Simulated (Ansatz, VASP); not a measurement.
## BAs in VASP and in Ansatz

Contents of INCAR:

```
PREC = Accurate ; ENCUT = 520
EDIFF = 1E-6 ; ISMEAR = 0
SIGMA = 0.015 ; LREAL = False
LASPH = True ; NELM = 100
ALGO = Normal ; ISIF = 2
LWAVE = False ; LCHARG = False
GGA = PE ; NBANDS = 11
```

Contents of KPOINTS:

```
regular mesh
0
Gamma
  12 8 6
```

File POSCAR:

```
BAs
1.0
    2.1275493300      0.0000000000      0.0000000000
    0.0000000000      3.1740629400      0.0000000000
    0.0000000000      0.0000000000      4.9509801800
B As
1 1
Direct
    0.0000000000      0.5000000000      0.0000000000
    0.5000000000      0.5000000000      0.5000000000
```

input.yaml

```yaml
crystal:
  lattice:
    - [2.12754933, 0.0, 0.0]
    - [0.0, 3.17406294, 0.0]
    - [0.0, 0.0, 4.95098018]
  atoms:
    - { symbol: B, position: [0.0, 0.5, 0.0] }
    - { symbol: As, position: [0.5, 0.5, 0.5] }
hamiltonian:
  xc: pbe
  pseudopotentials: { kind: paw }
kpoints:
  mp_grid: { grid: [12, 8, 6] }
scf:
  occupations: { method: gaussian, width: 0.015 }
output:
  forces: true
  stress: true
  eigenvalues: true
```

Alike in both runs: task single point; functional PBE; k mesh 12 × 8 × 6; occupations gaussian, width 0.015 eV; no spin polarisation.

```csv
,VASP,Ansatz
version,VASP 6.6.1,Ansatz 0.2.0
potentials or method,"VASP PAW PBE potentials, release 64 (B, As)",Ansatz PAW
plane-wave cutoff (eV),520,420
valence electrons in the cell,8,18
```

|  | VASP | Ansatz | Ansatz less VASP |
| --- | --- | --- | --- |
| gap on the k mesh at the Fermi level (eV) | none | none | - |
| pressure (GPa) | 6.0 | 5.5 | -0.51 |
| traceless stress, the component that is largest in VASP (GPa) | 24.43 | 23.63 | -0.800 |

A gap of «none» marks a metal or a gap that the smearing closes. VASP's potentials hold 8 valence electrons a cell and Ansatz's 18, so a difference there can come from the potentials and not from the codes.
